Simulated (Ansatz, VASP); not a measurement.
## BaHfO3 in VASP and in Ansatz

```
Ba Hf O
1.0
     4.17706    0.00000    0.00000
     0.00000    4.17706    0.00000
     0.00000    0.00000    4.09352
Ba Hf O
1 1 3
Direct
  0.00000 0.00000 0.00000
  0.50000 0.50000 0.50000
  0.50000 0.50000 0.00000
  0.50000 0.00000 0.50000
  0.00000 0.50000 0.50000
```

Change from the starting cell: uniaxial_z strain -2.0%.

Alike in both runs: task single point; functional r2SCAN; k mesh 6 × 6 × 6; non-collinear spin, spin-orbit coupling.

|  | VASP | Ansatz |
| --- | --- | --- |
| version | VASP 6.6.1 | Ansatz 0.2.0 |
| potentials or method | VASP PAW PBE potentials, release 64 (Ba_sv, Hf_pv, O) | plane waves, PAW |
| plane-wave cutoff (eV) | 520 | 500 |
| occupations | gaussian, width 0.01 eV | fixed |
| valence electrons in the cell | 38 | 54 |

```tsv
	VASP	Ansatz	Ansatz less VASP
pressure (GPa)	3.1	3.6	+0.42
traceless stress, the component that is largest in VASP (GPa)	3.78	3.81	+0.023
```

VASP's potentials were made for PBE, not for r2SCAN. VASP's potentials hold 38 valence electrons a cell and Ansatz's 54, so a difference there can come from the potentials and not from the codes.
